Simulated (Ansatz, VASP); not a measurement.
**Sr: VASP beside Ansatz**

```
Sr
1.0
     6.76396    0.00000    0.00000
    -3.38198    5.85776    0.00000
     0.00000    0.00000    4.05272
Sr
3
Direct
  0.00000 0.00000 0.00000
  0.33333 0.66667 0.50000
  0.66667 0.33333 0.50000
```

Alike in both runs: task single point; functional revPBE; k mesh 6 × 6 × 9; occupations fermi-dirac, width 0.1 eV; no spin polarisation.

```csv
,VASP,Ansatz
version,VASP 6.6.1,Ansatz 0.2.0
potentials or method,"VASP PAW PBE potentials, release 64 (Sr_sv), cutoff 520 eV","plane waves (420 eV) with PAW, scalar-relativistic"
valence electrons in the cell,30,30
```

```tsv
	VASP	Ansatz	Ansatz less VASP
pressure (GPa)	1.0	1.0	-0.01
traceless stress, the component that is largest in VASP (GPa)	-0.13	-0.13	+0.003
```

VASP's potentials were made for PBE, not for revPBE. The functional is the same, so the differences come from potentials, cutoffs and numerics.
